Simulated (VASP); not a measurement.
Wanted: the native input for a VASP 6.6.1 run.

```yaml
Task: single point
Functional: HSE06
Potentials_or_basis: VASP PAW PBE potentials, release 64 (Na_pv, F)
Cutoff: 520 eV
k_mesh: 6 × 6 × 6
Occupations: gaussian, width 0.01 eV
Spin: no spin polarisation
Dipole_correction: no
Grid_for_exact_exchange_PRECFOCK: Normal
Further_INCAR_settings: ALGO = Normal; EDIFF = 1e-06; NBANDS = 14
Screening_parameter: 0.2079 1/Å
```

The system is NaF.

```
Na F
1.0
     0.00000    2.29717    2.29717
     2.18530    0.00000    2.29717
     2.18530    2.29717    0.00000
Na F
1 1
Direct
  0.00000 0.00000 0.00000
  0.50000 0.50000 0.50000
```

This cell differs from its parent crystal: uniaxial x strain -4.9%.

One way to write it, as run:

POSCAR

```
NaF
1.0
    0.0000000000      2.2971680881      2.2971680881
    2.1852960022      0.0000000000      2.2971680881
    2.1852960022      2.2971680881      0.0000000000
Na F
1 1
Direct
    0.0000000000      0.0000000000      0.0000000000
    0.5000000000      0.5000000000      0.5000000000
```

INCAR.step1

```
  ALGO = Normal
  EDIFF = 1E-5
  ENCUT = 520
  GGA = PE
  ISIF = 2
  ISMEAR = 0
  LASPH = T
  LREAL = F
  LWAVE = T
  NBANDS = 14
  NELM = 60
  PREC = Accurate
  SIGMA = 0.01
```

INCAR.step2

```
  ALGO = Normal
  EDIFF = 1E-6
  ENCUT = 520
  GGA = PE
  HFSCREEN = 0.2079
  ISIF = 2
  ISMEAR = 0
  ISTART = 1
  LASPH = T
  LCHARG = T
  LELF = T
  LHFCALC = T
  LREAL = F
  LVHAR = T
  LWAVE = F
  NBANDS = 14
  NELM = 60
  PREC = Accurate
  PRECFOCK = Normal
  SIGMA = 0.01
```

KPOINTS

```
k-points
0
Gamma
  6 6 6
```

Potentials or basis: VASP PAW PBE potentials, release 64 (Na_pv, F).

Run with:

```console
$ cat potpaw_PBE.64/Na_pv/POTCAR potpaw_PBE.64/F/POTCAR > POTCAR
$ cp INCAR.step1 INCAR
$ mpirun -np 1 vasp_std > vasp.out
$ cp INCAR.step2 INCAR
$ mpirun -np 1 vasp_std > vasp.out
```

It gave:

```json
{"Pressure": "5.3 GPa", "Band gap on the k mesh": "8.91 eV, direct"}
```

Caveat: the cell differs from its parent crystal (uniaxial x strain -4.9%); the PAW data sets were made with another functional, which shifts forces and pressure a little.

Run time: 18 min on 1 thread of Intel(R) Xeon(R) Platinum 8488C (Sapphire Rapids), with other jobs on the host, peak memory 0.24 GiB.
